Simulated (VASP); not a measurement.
Wanted: the native input for a VASP 6.6.1 run.

```
Task                   : single point
Functional             : LDA
Potentials or basis    : VASP PAW LDA potentials, release 64 (Al, N)
Cutoff                 : 600 eV
k mesh                 : 9 × 9 × 6
Occupations            : gaussian, width 0.05 eV
Spin                   : no spin polarisation
Dipole correction      : no
Further INCAR settings : ALGO = Normal; EDIFF = 1e-06; NBANDS = 16
```

The structure of AlN lies in POSCAR:

```
AlN
1.0
    3.2127522696      0.0000000000      0.0000000000
   -1.6063761348      2.7823250815      0.0000000000
    0.0000000000      0.0000000000      4.1875630000
Al N
2 2
Direct
    0.3333333333      0.6666666667      0.7500000000
    0.6666666667      0.3333333333      0.2500000000
    0.3333333333      0.6666666667      0.2500000000
    0.6666666667      0.3333333333      0.7500000000
```

This cell differs from its parent crystal: strain -0.030 along x and y, +0.000 along z.

The input as run:

INCAR

```
SYSTEM = AlN
ALGO = Normal
EDIFF = 1E-6
ENCUT = 600
GGA_COMPAT = .FALSE.
ISIF = 2
ISMEAR = 0
LASPH = .TRUE.
LCHARG = .FALSE.
LREAL = .FALSE.
LWAVE = .FALSE.
NBANDS = 16
NELM = 120
PREC = Accurate
SIGMA = 0.05
```

KPOINTS

```
k-points
0
G
  9 9 6
  0 0 0
```

Potentials or basis: VASP PAW LDA potentials, release 64 (Al, N).

Command:

```sh
$ cat potpaw_LDA.64/Al/POTCAR potpaw_LDA.64/N/POTCAR > POTCAR
$ mpirun -np 1 vasp_std > vasp.out
```

It gave:

| Quantity | Value |
| --- | --- |
| Pressure | 6.5 GPa |
| Band gap on the k mesh | 3.68 eV, direct |

Caveat: the cell differs from its parent crystal (strain -0.030 along x and y, +0.000 along z).

Run time: 38 s on 1 thread of AMD EPYC 7R13 Processor (Zen 3), with other jobs on the host, peak memory 0.13 GiB.
